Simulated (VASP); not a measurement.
Input of a VASP 6.6.1 run:

Contents of POSCAR:

```
NiO
1.0
    0.0000000000      2.0913095100      2.0913095100
    2.0913095100      0.0000000000      2.0913095100
    2.0913095100      2.0913095100      0.0000000000
Ni O
1 1
Direct
    0.0000000000      0.0000000000      0.0000000000
    0.5000000000      0.5000000000      0.5000000000
```

INCAR.step1

```
SYSTEM = NiO
PREC     = Accurate       ! precision mode
ENCUT    = 520            ! plane-wave cutoff, eV
ISMEAR   = -1             ! smearing method
SIGMA    = 0.05           ! smearing width, eV
LREAL    = .FALSE.        ! projectors in reciprocal space
LASPH    = .TRUE.         ! aspherical terms in the spheres
NELM     = 150            ! most SCF steps
ISPIN    = 2              ! spin polarisation
MAGMOM   = 1 0            ! initial moments
LMAXMIX  = 4              ! l up to which the mixer works
NBANDS   = 19             ! bands
GGA      = PE             ! functional
ALGO     = Normal         ! electronic algorithm
EDIFF    = 1E-4           ! SCF threshold, eV
LWAVE    = .TRUE.         ! write WAVECAR
LCHARG   = .FALSE.        ! write CHGCAR
```

Contents of INCAR.step2:

```
SYSTEM = NiO
PREC     = Accurate       ! precision mode
ENCUT    = 520            ! plane-wave cutoff, eV
EDIFF    = 1E-6           ! SCF threshold, eV
ISMEAR   = -1             ! smearing method
SIGMA    = 0.05           ! smearing width, eV
LREAL    = .FALSE.        ! projectors in reciprocal space
LASPH    = .TRUE.         ! aspherical terms in the spheres
NELM     = 150            ! most SCF steps
ALGO     = Normal         ! electronic algorithm
ISIF     = 2              ! what is computed and relaxed
LWAVE    = .FALSE.        ! write WAVECAR
LCHARG   = .FALSE.        ! write CHGCAR
ISPIN    = 2              ! spin polarisation
MAGMOM   = 1 0            ! initial moments
LORBIT   = 11             ! projections on sites
LMAXMIX  = 4              ! l up to which the mixer works
METAGGA  = R2SCAN         ! meta-GGA
LMIXTAU  = .TRUE.       
NBANDS   = 19             ! bands
ISTART   = 1
```

File KPOINTS:

```
regular mesh
0
G
  6 6 6
  0 0 0
```

Potentials or basis: VASP PAW PBE potentials, release 64 (Ni, O).

Run with:

```bash
$ cat potpaw_PBE.64/Ni/POTCAR potpaw_PBE.64/O/POTCAR > POTCAR
$ cp INCAR.step1 INCAR
$ mpirun -np 1 vasp_std > vasp.out
$ cp INCAR.step2 INCAR
$ mpirun -np 1 vasp_std > vasp.out
```

(1) Predict the site moments.

(2) Predict the pressure.

(3) Estimate the net moment.

## Answers

(1) Ni +1.69; O +0.28 μB.

(2) 1.0 GPa.

(3) 2.00 μB per cell.

Caveat: the k points lie up to 0.43 Å⁻¹ apart; the PAW data sets were made with another functional, which shifts forces and pressure a little; a cell with one magnetic atom can't hold antiferromagnetic order, which such compounds often take.
